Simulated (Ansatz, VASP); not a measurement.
**Two plane-wave programs on In**

Contents of INCAR:

```
ALGO = Fast
EDIFF = 1E-6
ENCUT = 520
GGA = PS
ISIF = 2
ISMEAR = 0
LASPH = T
LCHARG = F
LREAL = F
LWAVE = F
NBANDS = 12
NELM = 100
PREC = Accurate
SIGMA = 0.15
```

Contents of KPOINTS:

```
k-points
0
Gamma
  18 18 18
```

Contents of POSCAR:

```
In
1.0
   -1.9390009972      1.9390009972      1.9390009972
    1.9390009972     -1.9390009972      1.9390009972
    1.9390009972      1.9390009972     -1.9390009972
In
1
Direct
    0.0000000000      0.0000000000      0.0000000000
```

Input for Ansatz:

```yaml
crystal:
  lattice:
    - [-1.9390009972, 1.9390009972, 1.9390009972]
    - [1.9390009972, -1.9390009972, 1.9390009972]
    - [1.9390009972, 1.9390009972, -1.9390009972]
  atoms:
    - { symbol: In, position: [0.0, 0.0, 0.0] }
basis:
  ecutwfc: 420
kpoints:
  mp_grid: { grid: [18, 18, 18] }
hamiltonian:
  xc: pbesol
scf:
  occupations: { method: gaussian, width: 0.15 }
output:
  forces: true
  stress: true
  eigenvalues: true
```

Change from the starting cell: strain +0.030 along x and y, +0.030 along z, atoms carried along.

Alike in both runs: task single point; functional PBEsol; k mesh 18 × 18 × 18; occupations gaussian, width 0.15 eV; no spin polarisation.

|  | VASP | Ansatz |
| --- | --- | --- |
| version | VASP 6.6.1 | Ansatz 0.2.0 |
| potentials or method | VASP PAW PBE potentials, release 64 (In_d), cutoff 520 eV | scalar-relativistic, plane waves, PAW |
| valence electrons in the cell | 13 | 13 |

```csv
,VASP,Ansatz,Ansatz less VASP
gap on the k mesh at the Fermi level (eV),none,none,-
pressure (GPa),-3.9,-3.9,+0.03
```

VASP's potentials were made for PBE, not for PBEsol. A gap of «none» marks a metal or a gap that the smearing closes. The functional is the same, so the differences come from potentials, cutoffs and numerics.
